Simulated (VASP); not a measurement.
# AlN (Cmc2_1) in VASP: single point with PBE

Aim: the single point of AlN with PBE.

Everything below comes from runs of VASP 6.6.1. Logs are shortened: lines on timing, memory, paths and dates and some standing lists are left out, and cuts for length are marked.

### 1 The cell of the first run

The structure is orthorhombic, space group Cmc2_1 (No. 36). The conventional cell has a = 3.218 Å, b = 5.320 Å, c = 5.243 Å, α = 90.00°, β = 90.00°, γ = 90.00°. Al (site symmetry m) has 4 N at 1.92 to 1.97 Å within 2.5 Å. Within 2.5 Å of N (site symmetry m) lie 4 Al at 1.92 to 1.97 Å.

### 2 Single point, PBE

Contents of INCAR:

```
SYSTEM = AlN
PREC = Accurate
ENCUT = 520
EDIFF = 1E-6
ISMEAR = 0
SIGMA = 0.02
LREAL = .FALSE.
LASPH = .TRUE.
NELM = 80
ALGO = Normal
ISIF = 2
LWAVE = .FALSE.
LCHARG = .FALSE.
GGA = PE
NBANDS = 16
ISYM = 0
```

Contents of KPOINTS:

```
Automatic mesh
0
G
  8 5 10
  0 0 0
```

Contents of POSCAR:

```
AlN
1.0
    3.2184289258      0.0000000000     -0.0000059494
    0.0000000000      5.2430304340      0.0000000000
   -1.6092192632      0.0000000000      2.6597717912
Al N
2 2
Direct
    0.6677397451      0.0044539925      0.3354796225
    0.3322602549      0.5044539925      0.6645203775
    0.6710331733      0.3805460075      0.3420674133
    0.3289668267      0.8805460075      0.6579325867
```

Potentials or basis: VASP PAW PBE potentials, release 64 (Al, N).

Launch:

```sh
$ cat potpaw_PBE.64/Al/POTCAR potpaw_PBE.64/N/POTCAR > POTCAR
$ mpirun -np 1 vasp_std > vasp.out
```

OUTCAR:

```text
SYSTEM = AlN
   PREC = Accurate
   ENCUT = 520
   EDIFF = 1E-6
   ISMEAR = 0
   LREAL = .FALSE.
   LASPH = .TRUE.
   NELM = 80
   ISIF = 2
   GGA = PE
   ISYM = 0

 ion  position               nearest neighbor table
   1  0.668  0.004  0.335-   4 1.92   4 1.94   4 1.94   3 1.97   2 3.17   2 3.17   2 3.20   2 3.20
                             2 3.20   2 3.20
   2  0.332  0.504  0.665-   3 1.92   3 1.94   3 1.94   4 1.97   1 3.17   1 3.17   1 3.20   1 3.20
                             1 3.20   1 3.20
   3  0.671  0.381  0.342-   2 1.92   2 1.94   2 1.94   1 1.97
   4  0.329  0.881  0.658-   1 1.92   1 1.94   1 1.94   2 1.97

IMPORTANT INFORMATION: All symmetrisations will be switched off!
NOSYMM: (Re-)initialisation of all symmetry stuff for point group C_1.

----------------------------------------------------------------------------------------

                                     Primitive cell

  volume of cell :      44.8818

  direct lattice vectors                    reciprocal lattice vectors
     3.218428926  0.000000000 -0.000005949     0.310710953  0.000000000  0.187986824
     0.000000000  5.243030434  0.000000000     0.000000000  0.190729391  0.000000000
    -1.609219263  0.000000000  2.659771791     0.000000695  0.000000000  0.375972526

  length of vectors
     3.218428926  5.243030434  3.108693072     0.363153331  0.190729391  0.375972526

  position of ions in fractional coordinates (direct lattice)
     0.667739745  0.004453992  0.335479623
     0.332260255  0.504453992  0.664520377
     0.671033173  0.380546008  0.342067413
     0.328966827  0.880546008  0.657932587

  ion indices of the primitive-cell ions
   primitive index   ion index
                 1           1
                 2           2
                 3           3
                 4           4

----------------------------------------------------------------------------------------

 KPOINTS: Automatic mesh

Automatic generation of k-mesh.
 Grid dimensions read from file:
 generate k-points for:    8    5   10

 Generating k-lattice:

  Cartesian coordinates                     Fractional coordinates (reciprocal lattice)
     0.038838869  0.000000000  0.023498353     0.125000000  0.000000000  0.000000000
     0.000000000  0.038145878  0.000000000     0.000000000  0.200000000  0.000000000
     0.000000070  0.000000000  0.037597253    -0.000000000  0.000000000  0.100000000

  Length of vectors
     0.045394166  0.038145878  0.037597253

  Shift w.r.t. Gamma in fractional coordinates (k-lattice)
     0.000000000  0.000000000  0.000000000

 -----------------------------------------------------------------------------
|                                                                             |
|           W    W    AA    RRRRR   N    N  II  N    N   GGGG   !!!           |
|           W    W   A  A   R    R  NN   N  II  NN   N  G    G  !!!           |
|           W    W  A    A  R    R  N N  N  II  N N  N  G       !!!           |
|           W WW W  AAAAAA  RRRRR   N  N N  II  N  N N  G  GGG   !            |
|           WW  WW  A    A  R   R   N   NN  II  N   NN  G    G                |
|           W    W  A    A  R    R  N    N  II  N    N   GGGG   !!!           |
|                                                                             |
|     Your reciprocal lattice and k-lattice belong to different lattice       |
|     classes:                                                                |
|                                                                             |
|        The reciprocal lattice is base centered orthorhombic,                |
|        whereas your k-lattice is simple monoclinic.                         |
|                                                                             |
|     Results are often still useful ...                                      |
|                                                                             |
 -----------------------------------------------------------------------------

 WARNING: IBZKPT: internal override: KBLOWUP is changed to .FALSE.
      ... skipping the blow-up phase ...

 Subroutine IBZKPT returns following result:
 ===========================================

 Found    202 irreducible k-points:

 Following reciprocal coordinates:
            Coordinates               Weight
  0.000000  0.000000  0.000000      1.000000
  0.125000  0.000000 -0.000000      2.000000
  0.250000  0.000000 -0.000000      2.000000
  0.375000  0.000000 -0.000000      2.000000
  0.500000  0.000000 -0.000000      1.000000
  0.000000  0.200000  0.000000      2.000000
[... 16 lines left out ...]
  0.125000  0.000000  0.100000      2.000000
  0.250000  0.000000  0.100000      2.000000
 [... further k-points ...]
   k-points           NKPTS =    202   k-points in BZ     NKDIM =    202   number of bands    NBANDS=     16
   number of dos      NEDOS =    301   number of ions     NIONS =      4
   total plane-waves  NPLWV =  23040
   dimension x,y,z NGX =    24 NGY =   40 NGZ =   24
   dimension x,y,z NGXF=    48 NGYF=   80 NGZF=   48
   ions per type =               2   2
   NGX,Y,Z   is equivalent  to a cutoff of  12.40, 12.68, 12.83 a.u.
   NGXF,Y,Z  is equivalent  to a cutoff of  24.79, 25.37, 25.67 a.u.
 SYSTEM =  AlN
   PREC   = accura    normal or accurate (medium, high low for compatibility)
   ISTART =      0    job   : 0-new  1-cont  2-samecut
   ICHARG =      2    charge: 1-file 2-atom 10-const
   ISPIN  =      1    spin polarized calculation?
   LNONCOLLINEAR =      F non collinear calculations
   LSORBIT =      F    spin-orbit coupling
   LASPH  =      T    aspherical Exc in radial PAW
   ENCUT  =  520.0 eV  38.22 Ry    6.18 a.u.   5.98  9.75  5.78*2*pi/ulx,y,z
   NELM   =     80;   NELMIN=  2; NELMDL= -5     # of ELM steps
   EDIFF  = 0.1E-05   stopping-criterion for ELM
   LREAL  =      F    real-space projection
   EDIFFG = 0.1E-04   stopping-criterion for IOM
   NSW    =      0    number of steps for IOM
   IBRION =     -1    ionic relax: 0-MD 1-quasi-New 2-CG
   NFREE  =      0    steps in history (QN), initial steepest desc. (CG)
   ISIF   =      2    stress and relaxation
   ISYM   =      0    0-nonsym 1-usesym 2-fastsym
   POTIM  = 0.5000    time-step for ionic-motion
   TEBEG  =    0.0;   TEEND  =   0.0 temperature during run
   PSTRESS=    0.0 pullay stress
   NELECT =      16.0000    total number of electrons
   NUPDOWN=      -1.0000    fix difference up-down
   EMIN   =  10.00;   EMAX   =-10.00  energy-range for DOS
   EFERMI =   0.00;   METHOD = LEGACY
   ISMEAR =     0;   SIGMA  =   0.02  broadening in eV -4-tet -1-fermi 0-gaus
   EFERMI_NEDOS =   21; number of points for ismear=-14 and -15
   IALGO  =     38    algorithm
   IMIX   =      4    mixing-type and parameters
     AMIX     =   0.40;   BMIX     =  1.00
     AMIX_MAG =   1.60;   BMIX_MAG =  1.00
  volume/ion in A,a.u.               =      11.22        75.72
  Fermi-wavevector in a.u.,A,eV,Ry     =   1.160802  2.193597 18.333319  1.347461
  Thomas-Fermi vector in A             =   2.297381
   LORBIT       =      0    0 simple, 1 ext, 2 COOP (PROOUT), +10 PAW based schemes
   GGA     = PE    functional components
   LHFCALC =     F    Hartree Fock is set to
   AEXX    =    0.0000 exact exchange contribution
   IVDW    =     0    specifies the selected vdW correction
   LEPSILON=     F    determine dielectric tensor
   LRPA    =     F    only Hartree local field effects (RPA)
 non-spin polarized calculation
 Gauss-broadening in eV      SIGMA  =   0.02
  energy-cutoff  :      520.00
  volume of cell :       44.88
 maximum number of plane-waves:      1224
   NGX = 11   NGY = 19   NGZ = 11

 number of electron      16.0000003 magnetization

 Free energy of the ion-electron system (eV)
  ---------------------------------------------------
  ext. energy  EPLUGINS =         0.00000000
  ---------------------------------------------------
  free energy    TOTEN  =       -29.63794879 eV

  energy without entropy =      -29.63794879  energy(sigma->0) =      -29.63794879

 E-fermi :   5.6359     XC(G=0): -10.6057

 val. band max:        5.5180740366   @ k =   0.0000   0.0000   0.0000
 cond. band min:       8.9784237464   @ k =   0.0000   0.0000   0.0000
 fundamental gap:      3.4603497098
 Fermi energy:         5.6358928634

 k-point     1 :       0.0000    0.0000    0.0000
  band No.  band energies     occupation
      1      -9.2798      2.00000
      2      -7.4987      2.00000
      3      -0.3351      2.00000
      4       4.6665      2.00000
      5       5.0280      2.00000
      6       5.2465      2.00000
[... 8 lines left out ...]
     15      17.9109      0.00000
     16      18.4992      0.00000

 k-point     2 :       0.1250    0.0000   -0.0000
  band No.  band energies     occupation
      1      -9.0968      2.00000
      2      -7.3894      2.00000
      3      -0.1090      2.00000
      4       3.8682      2.00000
      5       4.4346      2.00000
      6       4.7604      2.00000
[... 8 lines left out ...]
     15      17.6896      0.00000
     16      18.1034      0.00000

 k-point     3 :       0.2500    0.0000   -0.0000
  band No.  band energies     occupation
      1      -8.5894      2.00000
      2      -7.1262      2.00000
      3       0.5372      2.00000
      4       2.1866      2.00000
      5       3.0198      2.00000
      6       4.3170      2.00000
[... 8 lines left out ...]
     15      17.3065      0.00000
     16      18.7115      0.00000

 k-point     4 :       0.3750    0.0000   -0.0000
  band No.  band energies     occupation
      1      -7.9137      2.00000
      2      -6.9131      2.00000
      3       0.7547      2.00000
      4       1.4968      2.00000
      5       1.8371      2.00000
      6       3.9725      2.00000
[... 8 lines left out ...]
     15      17.1465      0.00000
     16      19.4777      0.00000

 k-point     5 :       0.5000    0.0000   -0.0000
  band No.  band energies     occupation
      1      -7.4973      2.00000
      2      -6.9166      2.00000
      3       0.2290      2.00000
      4       1.3064      2.00000
      5       2.2351      2.00000
      6       3.6868      2.00000
[... 8 lines left out ...]
     15      17.5866      0.00000
     16      19.5122      0.00000

 k-point     6 :       0.0000    0.2000    0.0000
  band No.  band energies     occupation
      1      -9.1496      2.00000
      2      -7.7302      2.00000
      3       0.1241      2.00000
      4       4.4354      2.00000
      5       4.7189      2.00000
      6       5.0750      2.00000
[... 8 lines left out ...]
     15      17.4645      0.00000
     16      18.1532      0.00000
[... 267 lines left out ...]
 k-point    21 :      -0.1250    0.4000    0.0000
  band No.  band energies     occupation
      1      -8.6127      2.00000
      2      -8.1025      2.00000
      3       1.3750      2.00000
      4       2.7198      2.00000
      5       4.2636      2.00000
      6       4.6143      2.00000
[... 8 lines left out ...]
     15      17.3967      0.00000
     16      17.7445      0.00000

 k-point    22 :       0.0000    0.0000    0.1000
  band No.  band energies     occupation
      1      -9.1525      2.00000
      2      -7.4189      2.00000
      3      -0.1791      2.00000
      4       4.4621      2.00000
      5       4.4920      2.00000
      6       4.8860      2.00000
[... 8 lines left out ...]
     15      17.8742      0.00000
     16      18.1671      0.00000

 k-point    23 :       0.1250    0.0000    0.1000
  band No.  band energies     occupation
      1      -8.8246      2.00000
      2      -7.2323      2.00000
      3       0.2314      2.00000
      4       3.1722      2.00000
      5       3.5263      2.00000
      6       4.4722      2.00000
[... 8 lines left out ...]
     15      17.5466      0.00000
     16      18.2863      0.00000

 k-point    24 :       0.2500    0.0000    0.1000
  band No.  band energies     occupation
      1      -8.2281      2.00000
      2      -6.9720      2.00000
      3       1.0064      2.00000
      4       1.5878      2.00000
      5       2.3427      2.00000
      6       3.9293      2.00000
[... 8 lines left out ...]
     15      17.1600      0.00000
     16      19.1237      0.00000

 [... further k-points ...]

------------------------ aborting loop because EDIFF is reached ----------------------------------------

  FORCE on cell =-STRESS in cart. coord.  units (eV):
  Direction    XX          YY          ZZ          XY          YZ          ZX
  --------------------------------------------------------------------------------------
  -------------------------------------------------------------------------------------
  Total       -3.0997210     -4.5321370     -0.0554807      0.0000002     -0.0000002      0.0001633
  in kB     -110.6529496   -161.7869265     -1.9805357      0.0000063     -0.0000054      0.0058279
  external PRESSURE =     -91.4734706 kB  Pullay stress =       0.0000000 kB

 VOLUME and BASIS-vectors are now :
 -----------------------------------------------------------------------------
  energy-cutoff  :      520.00
  volume of cell :       44.88
      direct lattice vectors                 reciprocal lattice vectors
     3.218428926  0.000000000 -0.000005949     0.310710953  0.000000000  0.187986824
     0.000000000  5.243030434  0.000000000     0.000000000  0.190729391  0.000000000
    -1.609219263  0.000000000  2.659771791     0.000000695  0.000000000  0.375972526

 POSITION                                       TOTAL-FORCE (eV/Angst)
 -----------------------------------------------------------------------------------
      1.60921      0.02335      0.89230         0.000000      0.000383      0.000623
     -0.00000      2.64487      1.76747        -0.000000      0.000382     -0.000624
      1.60921      1.99521      0.90982         0.000001     -0.000384      0.000916
     -0.00000      4.61673      1.74995        -0.000001     -0.000381     -0.000915
 -----------------------------------------------------------------------------------
    total drift:                                0.000000     -0.000108      0.000001

  FREE ENERGIE OF THE ION-ELECTRON SYSTEM (eV)
  ---------------------------------------------------
  free  energy   TOTEN  =       -29.6379487934 eV

  energy  without entropy=      -29.6379487934  energy(sigma->0) =      -29.63794879
```

It took 44 s on 1 thread of Intel Xeon Platinum 8488C (Sapphire Rapids), shared host; peak memory 0.24 GiB.

Results:

- Free energy: -29.6379 eV
- Pressure: -9.1 GPa
- Band gap on the k mesh: 3.46 eV, direct

Stress tensor (GPa, compression positive):
```
-11.07   0.00   0.00
  0.00 -16.18   0.00
  0.00   0.00  -0.20
```
